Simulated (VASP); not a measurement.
C, 2 atoms in the cell. The cell holds a slab with vacuum, 2 atoms: a = 2.456 Å, b = 2.456 Å, c = 8.524 Å, α = 90.00°, β = 90.00°, γ = 120.00°. 

```yaml
Program: VASP 6.6.1
Task: single point
Functional: LDA
Potentials_or_basis: VASP PAW LDA potentials, release 64 (C)
Cutoff: 520 eV
k_mesh: 15 × 15 × 4
Occupations: fermi-dirac, width 0.1 eV
Spin: no spin polarisation
Dipole_correction: no
Further_INCAR_settings: ALGO = Normal; EDIFF = 1e-06; NBANDS = 11
```

Potentials or basis: VASP PAW LDA potentials, release 64 (C).

Command:

```console
$ cat potpaw_LDA.64/C/POTCAR > POTCAR
$ mpirun -np 1 vasp_std > vasp.out
```

Hardware: 1 thread of Intel(R) Xeon(R) Platinum 8488C (Sapphire Rapids), with other jobs on the host.

Problem. How long does it take, and how much memory?

Solution. Run time: 21 s on 1 thread of Intel(R) Xeon(R) Platinum 8488C (Sapphire Rapids) (shared host), peak memory 0.15 GiB. Counts: scf iterations 15, k points 81.
